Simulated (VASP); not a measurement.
WS2: relaxation of shape and atoms at fixed volume with PBEsol+D3(BJ)

Crystal: WS2.

```
W S
1.0
     3.14543    0.00000    0.00000
    -1.57272    2.72402    0.00000
     0.00000    0.00000   11.89368
W S
2 4
Cartesian
  0.0000 1.8160 8.9186
  1.5727 0.9080 2.9750
  0.0000 1.8160 1.3872
  1.5727 0.9080 7.3308
  0.0000 1.8160 4.5628
  1.5727 0.9080 10.5064
```

* Program: VASP 6.6.1
* Task: relaxation of shape and atoms at fixed volume
* Functional: PBEsol
* Dispersion: D3(BJ)
* Potentials or basis: VASP PAW PBE potentials, release 64 (W_sv, S)
* Cutoff: 600 eV
* k mesh: 12 × 12 × 4
* Occupations: gaussian, width 0.02 eV
* Spin: no spin polarisation
* Dipole correction: no
* Further INCAR settings: ALGO = Normal; EDIFF = 1e-06; IBRION = 2; EDIFFG = -0.01; NSW = 50; ISIF = 4

```json
{
 "Energy gained by relaxing": "5.0 meV/atom",
 "Ionic steps": "5",
 "Pressure after relaxing": "-1.7 GPa",
 "Largest force after relaxing": "0.006 eV/Å",
 "Band gap on the k mesh": "0.81 eV (least direct gap 1.89 eV)",
 "Dispersion energy per atom": "-0.403 eV"
}
```

Forces in eV/Å, atoms in the order of the input:
```
W    0.000  0.000  0.001
W    0.000  0.000 -0.001
S    0.000  0.000 -0.006
S    0.000  0.000 -0.004
S    0.000  0.000  0.004
S    0.000  0.000  0.006
```

Step by step:
| step | energy change (eV) | largest force (eV/Å) | pressure (GPa) | volume (Å³) |
| --- | --- | --- | --- | --- |
| 1 | 0.0000 | 0.4936 | -5.05 | 101.91 |
| 2 | -0.0202 | 0.0423 | -2.43 | 101.91 |
| 3 | -0.0207 | 0.0368 | -2.79 | 101.91 |
| 4 | -0.0285 | 0.0114 | -2.14 | 101.91 |
| 5 | -0.0300 | 0.0064 | -1.69 | 101.91 |

Final structure:
```
W S
1.0
     3.13031    0.00000    0.00000
    -1.56516    2.71093    0.00000
     0.00000    0.00000   12.00883
W S
2 4
Direct
  0.33333 0.66667 0.74988
  0.66667 0.33333 0.25012
  0.33333 0.66667 0.11933
  0.66667 0.33333 0.61910
  0.33333 0.66667 0.38090
  0.66667 0.33333 0.88067
```

Levels at points of the mesh, in eV from the valence-band top:
```
           k point  band 23  band 24  band 25  band 26  band 27  band 28  band 29  band 30
(0.00, 0.00, 0.00)    -2.22    -1.44    -1.37     0.00     2.28     2.28     2.30     2.31
(0.50, 0.00, 0.00)    -2.04    -1.87    -1.75    -1.63     2.33     2.39     2.52     2.94
(0.00, 0.00, 0.50)    -2.26    -2.26    -0.32    -0.32     2.27     2.27     2.27     2.27
(0.50, 0.00, 0.50)    -1.90    -1.90    -1.73    -1.73     2.36     2.36     2.77     2.77
```

It took 7.2 min on 1 thread of AMD EPYC 9R45 96-Core Processor (Zen 5) (shared host), peak memory 0.38 GiB.

Caveat: the PAW data sets were made with another functional, which shifts forces and pressure a little; spin-orbit coupling is left out, which moves the levels of the heavy elements. A k mesh can miss the band edges.
